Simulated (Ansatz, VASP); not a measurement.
## C: VASP beside Ansatz

```
C
1.0
     2.44709    0.00000    0.00000
    -1.22355    2.11925    0.00000
     0.00000    0.00000    8.48733
C
8
Direct
  0.00000 0.00000 0.09293
  0.00000 0.00000 0.59293
  0.00000 0.00000 0.40707
  0.00000 0.00000 0.90707
  0.33333 0.66667 0.15550
  0.66667 0.33333 0.65550
  0.33333 0.66667 0.34450
  0.66667 0.33333 0.84450
```

Change from the starting cell: strain -0.025 along x and y, +0.025 along z, atoms carried along.

Alike in both runs: task single point; functional r2SCAN; k mesh 12 × 12 × 4; occupations gaussian, width 0.05 eV; no spin polarisation.

```csv
,VASP,Ansatz
version,VASP 6.6.1,Ansatz 0.2.0
potentials or method,"VASP PAW PBE potentials, release 64 (C), cutoff 520 eV","scalar-relativistic, plane waves, PAW"
valence electrons in the cell,32,32
```

VASP gave:

```
gap on the k mesh at the Fermi level (eV)                     : 4.43
least direct gap on the mesh (eV)                             : 4.43
pressure (GPa)                                                : 15.0
traceless stress, the component that is largest in VASP (GPa) : -43.43
rms of the force components (eV/Å)                            : 0.031
```

Q: Estimate Ansatz's values.

A: gap on the k mesh at the Fermi level (eV): 4.47; least direct gap on the mesh (eV): 4.47; pressure (GPa): 13.7; traceless stress, the component that is largest in VASP (GPa): -43.14; rms of the force components (eV/Å): 0.022.

VASP's potentials were made for PBE, not for r2SCAN. Atom by atom the forces differ by 0.015 eV/Å (rms over components). With one functional, cell and mesh, what is left measures potentials, basis and numerics.
